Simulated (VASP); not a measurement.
# CdTe (I-4m2) in VASP: single point with PBE

Aim: the single point of CdTe with PBE.

Program: VASP 6.6.1. These are calculated values, not measurements. Logs are shortened: lines on timing, memory, paths and dates and some standing lists are left out, and cuts for length are marked.

## (1) The cell of the first run

The structure is tetragonal, space group I-4m2 (No. 119). Conventional cell: a = 4.579 Å, b = 4.579 Å, c = 6.282 Å, α = 90.00°, β = 90.00°, γ = 90.00°. Cd (site symmetry -4m2) has 4 Te at 2.78 Å within 3.7 Å. Within 3.7 Å of Te (site symmetry -4m2) lie 4 Cd at 2.78 Å.

## (2) Single point, PBE (z stretched by -2 % at fixed volume)

The input, INCAR:

```
ALGO     = Normal         # electronic algorithm
EDIFF    = 1E-7           # SCF threshold, eV
ENCUT    = 520            # plane-wave cutoff, eV
GGA      = PE             # functional
ISIF     = 2              # what is computed and relaxed
ISMEAR   = -1             # smearing method
LASPH    = True           # aspherical terms in the spheres
LCHARG   = False          # write CHGCAR
LREAL    = False          # projectors in reciprocal space
LWAVE    = False          # write WAVECAR
NBANDS   = 16             # bands
NELM     = 60             # most SCF steps
PREC     = Accurate       # precision mode
SIGMA    = 0.08           # smearing width, eV
```

The input, KPOINTS:

```
k-points
0
Gamma
  9 9 9
```

The input, POSCAR:

```
CdTe
1.0
    0.0000000000      3.2375389054      3.1409000000
    3.2375389054      0.0000000000      3.1409000000
    3.2375389054      3.2375389054      0.0000000000
Cd Te
1 1
Direct
    0.0000000000      0.0000000000      0.0000000000
    0.7500000000      0.7500000000      0.7500000000
```

Potentials or basis: VASP PAW PBE potentials, release 64 (Cd, Te).

Run with:

```console
$ cat potpaw_PBE.64/Cd/POTCAR potpaw_PBE.64/Te/POTCAR > POTCAR
$ mpirun -np 1 vasp_std > vasp.out
```

OUTCAR:

```text
EDIFF = 1E-7
   ENCUT = 520
   GGA = PE
   ISIF = 2
   ISMEAR = -1
   LASPH = True
   LREAL = False
   NELM = 60
   PREC = Accurate

 ion  position               nearest neighbor table
   1  0.000  0.000  0.000-   2 2.78   2 2.78   2 2.78   2 2.78
   2  0.750  0.750  0.750-   1 2.78   1 2.78   1 2.78   1 2.78

  LATTYP: Found a body centered tetragonal cell.
 ALAT       =     4.5785714287
 C/A-ratio  =     1.3720000000

  Lattice vectors:

 A1 = (   0.0000000000,  -3.2375389054,  -3.1409000000)
 A2 = (   0.0000000000,   3.2375389054,  -3.1409000000)
 A3 = (   3.2375389054,   0.0000000000,   3.1409000000)

Analysis of symmetry for initial positions (statically):
=====================================================================
 Subroutine PRICEL returns:
 Original cell was already a primitive cell.

 Routine SETGRP: Setting up the symmetry group for a
 body centered tetragonal supercell.

 Subroutine GETGRP returns: Found  8 space group operations
 (whereof  8 operations were pure point group operations)
 out of a pool of 16 trial point group operations.

The static configuration has the point symmetry D_2d.

Analysis of symmetry for dynamics (positions and initial velocities):
=====================================================================
 Subroutine PRICEL returns:
 Original cell was already a primitive cell.

 Routine SETGRP: Setting up the symmetry group for a
 body centered tetragonal supercell.

 Subroutine GETGRP returns: Found  8 space group operations
 (whereof  8 operations were pure point group operations)
 out of a pool of 16 trial point group operations.

The dynamic configuration has the point symmetry D_2d.

 Subroutine INISYM returns: Found  8 space group operations
 (whereof  8 operations are pure point group operations),
 and found     1 'primitive' translations

----------------------------------------------------------------------------------------

                                     Primitive cell

  volume of cell :      65.8437

  direct lattice vectors                    reciprocal lattice vectors
     0.000000000  3.237538905  3.140900000    -0.154438299  0.154438299  0.159190041
     3.237538905  0.000000000  3.140900000     0.154438299 -0.154438299  0.159190041
     3.237538905  3.237538905  0.000000000     0.154438299  0.154438299 -0.159190041

  length of vectors
     4.510755034  4.510755034  4.578571429     0.270266249  0.270266249  0.270266249

  position of ions in fractional coordinates (direct lattice)
     0.000000000  0.000000000  0.000000000
     0.750000000  0.750000000  0.750000000

  ion indices of the primitive-cell ions
   primitive index   ion index
                 1           1
                 2           2

----------------------------------------------------------------------------------------

 KPOINTS: k-points

Automatic generation of k-mesh.
 Grid dimensions read from file:
 generate k-points for:    9    9    9

 Generating k-lattice:

  Cartesian coordinates                     Fractional coordinates (reciprocal lattice)
    -0.017159811  0.017159811  0.017687782     0.111111111 -0.000000000  0.000000000
     0.017159811 -0.017159811  0.017687782    -0.000000000  0.111111111  0.000000000
     0.017159811  0.017159811 -0.017687782     0.000000000  0.000000000  0.111111111

  Length of vectors
     0.030029583  0.030029583  0.030029583

  Shift w.r.t. Gamma in fractional coordinates (k-lattice)
     0.000000000  0.000000000  0.000000000

 Subroutine IBZKPT returns following result:
 ===========================================

 Found     75 irreducible k-points:

 Following reciprocal coordinates:
            Coordinates               Weight
  0.000000  0.000000  0.000000      1.000000
  0.111111  0.000000  0.000000      8.000000
  0.222222  0.000000  0.000000      8.000000
  0.333333  0.000000  0.000000      8.000000
  0.444444  0.000000  0.000000      8.000000
  0.111111  0.111111  0.000000      2.000000
[... 16 lines left out ...]
 -0.333333  0.333333  0.000000      4.000000
  0.444444  0.444444  0.000000      2.000000
 [... further k-points ...]
   k-points           NKPTS =     75   k-points in BZ     NKDIM =     75   number of bands    NBANDS=     16
   number of dos      NEDOS =    301   number of ions     NIONS =      2
   total plane-waves  NPLWV =  46656
   dimension x,y,z NGX =    36 NGY =   36 NGZ =   36
   dimension x,y,z NGXF=    72 NGYF=   72 NGZF=   72
   ions per type =               1   1
   NGX,Y,Z   is equivalent  to a cutoff of  13.27, 13.27, 13.07 a.u.
   NGXF,Y,Z  is equivalent  to a cutoff of  26.54, 26.54, 26.14 a.u.
 SYSTEM =  unknown system
   PREC   = accura    normal or accurate (medium, high low for compatibility)
   ISTART =      0    job   : 0-new  1-cont  2-samecut
   ICHARG =      2    charge: 1-file 2-atom 10-const
   ISPIN  =      1    spin polarized calculation?
   LNONCOLLINEAR =      F non collinear calculations
   LSORBIT =      F    spin-orbit coupling
   LASPH  =      T    aspherical Exc in radial PAW
   ENCUT  =  520.0 eV  38.22 Ry    6.18 a.u.   8.39  8.39  8.51*2*pi/ulx,y,z
   NELM   =     60;   NELMIN=  2; NELMDL= -5     # of ELM steps
   EDIFF  = 0.1E-06   stopping-criterion for ELM
   LREAL  =      F    real-space projection
   EDIFFG = 0.1E-05   stopping-criterion for IOM
   NSW    =      0    number of steps for IOM
   IBRION =     -1    ionic relax: 0-MD 1-quasi-New 2-CG
   NFREE  =      0    steps in history (QN), initial steepest desc. (CG)
   ISIF   =      2    stress and relaxation
   ISYM   =      2    0-nonsym 1-usesym 2-fastsym
   POTIM  = 0.5000    time-step for ionic-motion
   TEBEG  =    0.0;   TEEND  =   0.0 temperature during run
   PSTRESS=    0.0 pullay stress
   NELECT =      18.0000    total number of electrons
   NUPDOWN=      -1.0000    fix difference up-down
   EMIN   =  10.00;   EMAX   =-10.00  energy-range for DOS
   EFERMI =   0.00;   METHOD = LEGACY
   ISMEAR =    -1;   SIGMA  =   0.08  broadening in eV -4-tet -1-fermi 0-gaus
   EFERMI_NEDOS =   21; number of points for ismear=-14 and -15
   IALGO  =     38    algorithm
   IMIX   =      4    mixing-type and parameters
     AMIX     =   0.40;   BMIX     =  1.00
     AMIX_MAG =   1.60;   BMIX_MAG =  1.00
  volume/ion in A,a.u.               =      32.92       222.17
  Fermi-wavevector in a.u.,A,eV,Ry     =   1.062497  2.007828 15.359610  1.128899
  Thomas-Fermi vector in A             =   2.197950
   LORBIT       =      0    0 simple, 1 ext, 2 COOP (PROOUT), +10 PAW based schemes
   GGA     = PE    functional components
   LHFCALC =     F    Hartree Fock is set to
   AEXX    =    0.0000 exact exchange contribution
   IVDW    =     0    specifies the selected vdW correction
   LEPSILON=     F    determine dielectric tensor
   LRPA    =     F    only Hartree local field effects (RPA)
 non-spin polarized calculation
  energy-cutoff  :      520.00
  volume of cell :       65.84
 maximum number of plane-waves:      1796
 NGX is ok and might be reduce to    36
   NGX = 17   NGY = 17   NGZ = 17

 number of electron      17.9999994 magnetization

 Free energy of the ion-electron system (eV)
  ---------------------------------------------------
  ext. energy  EPLUGINS =         0.00000000
  ---------------------------------------------------
  free energy    TOTEN  =        -4.72574702 eV

  energy without entropy =       -4.72570534  energy(sigma->0) =       -4.72572618

 E-fermi :   3.1815     XC(G=0):  -8.7330

 val. band max:        2.7167742790   @ k =   0.0000   0.0000   0.0000
 cond. band min:       3.5238411698   @ k =   0.0000   0.0000   0.0000
 fundamental gap:      0.8070668909
 Fermi energy:         3.1814664215

 k-point     1 :       0.0000    0.0000    0.0000
  band No.  band energies     occupation
      1      -8.7133      2.00000
      2      -5.7538      2.00000
      3      -5.7538      2.00000
      4      -5.7466      2.00000
      5      -5.4694      2.00000
      6      -5.4630      2.00000
[... 8 lines left out ...]
     15      11.8564      0.00000
     16      12.2515      0.00000

 k-point     2 :       0.1111    0.0000    0.0000
  band No.  band energies     occupation
      1      -8.6630      2.00000
      2      -5.7442      2.00000
      3      -5.7397      2.00000
      4      -5.7143      2.00000
      5      -5.4698      2.00000
      6      -5.4643      2.00000
[... 8 lines left out ...]
     15      11.2513      0.00000
     16      11.5221      0.00000

 k-point     3 :       0.2222    0.0000    0.0000
  band No.  band energies     occupation
      1      -8.5351      2.00000
      2      -5.7214      2.00000
      3      -5.7159      2.00000
      4      -5.5913      2.00000
      5      -5.4686      2.00000
      6      -5.4653      2.00000
[... 8 lines left out ...]
     15      11.0046      0.00000
     16      11.2641      0.00000

 k-point     4 :       0.3333    0.0000    0.0000
  band No.  band energies     occupation
      1      -8.3901      2.00000
      2      -5.6995      2.00000
      3      -5.6923      2.00000
      4      -5.4656      2.00000
      5      -5.4624      2.00000
      6      -5.3646      2.00000
[... 8 lines left out ...]
     15      11.5889      0.00000
     16      11.5961      0.00000
[... 324 lines left out ...]
 k-point    22 :      -0.4444    0.3333    0.0000
  band No.  band energies     occupation
      1      -8.1694      2.00000
      2      -5.6259      2.00000
      3      -5.6003      2.00000
      4      -5.5309      2.00000
      5      -5.4460      2.00000
      6      -4.8998      2.00000
[... 8 lines left out ...]
     15      12.7742      0.00000
     16      14.8062      0.00000

 k-point    23 :      -0.3333    0.3333    0.0000
  band No.  band energies     occupation
      1      -8.1857      2.00000
      2      -5.6390      2.00000
      3      -5.6198      2.00000
      4      -5.5015      2.00000
      5      -5.4599      2.00000
      6      -4.9140      2.00000
[... 8 lines left out ...]
     15      11.6407      0.00000
     16      15.2731      0.00000

 k-point    24 :       0.4444    0.4444    0.0000
  band No.  band energies     occupation
      1      -8.1625      2.00000
      2      -5.5908      2.00000
      3      -5.5776      2.00000
      4      -5.5776      2.00000
      5      -5.4324      2.00000
      6      -4.9521      2.00000
[... 8 lines left out ...]
     15      13.3530      0.00000
     16      14.6464      0.00000

 [... further k-points ...]

------------------------ aborting loop because EDIFF is reached ----------------------------------------

  FORCE on cell =-STRESS in cart. coord.  units (eV):
  Direction    XX          YY          ZZ          XY          YZ          ZX
  --------------------------------------------------------------------------------------
  -------------------------------------------------------------------------------------
  Total        1.7479623      1.7479623      1.8961993      0.0000000      0.0000000      0.0000000
  in kB       42.5332484     42.5332484     46.1403067      0.0000000      0.0000000      0.0000000
  external PRESSURE =      43.7356012 kB  Pullay stress =       0.0000000 kB

 VOLUME and BASIS-vectors are now :
 -----------------------------------------------------------------------------
  energy-cutoff  :      520.00
  volume of cell :       65.84
      direct lattice vectors                 reciprocal lattice vectors
     0.000000000  3.237538905  3.140900000    -0.154438299  0.154438299  0.159190041
     3.237538905  0.000000000  3.140900000     0.154438299 -0.154438299  0.159190041
     3.237538905  3.237538905  0.000000000     0.154438299  0.154438299 -0.159190041

 POSITION                                       TOTAL-FORCE (eV/Angst)
 -----------------------------------------------------------------------------------
      0.00000      0.00000      0.00000         0.000000      0.000000      0.000000
      4.85631      4.85631      4.71135        -0.000000     -0.000000      0.000000
 -----------------------------------------------------------------------------------
    total drift:                                0.000000      0.000000      0.000000

  FREE ENERGIE OF THE ION-ELECTRON SYSTEM (eV)
  ---------------------------------------------------
  free  energy   TOTEN  =        -4.7257470181 eV

  energy  without entropy=       -4.7257053365  energy(sigma->0) =       -4.72572618
```

It took 3 min on 1 thread of AMD EPYC 7R13, shared host; peak memory 0.23 GiB.

Results:

- Free energy: -4.7257 eV
- Pressure: 4.4 GPa
- Band gap on the k mesh: 0.81 eV

Levels at points of the mesh, in eV from the valence-band top:
| k point | band 7 | band 8 | band 9 | band 10 | band 11 | band 12 |
| --- | --- | --- | --- | --- | --- | --- |
| (0.00, 0.00, 0.00) | -0.10 | -0.10 | 0.00 | 0.81 | 4.52 | 4.52 |

Caveat: the cell stands under pressure; spin-orbit coupling is left out, which moves the levels of the heavy elements.
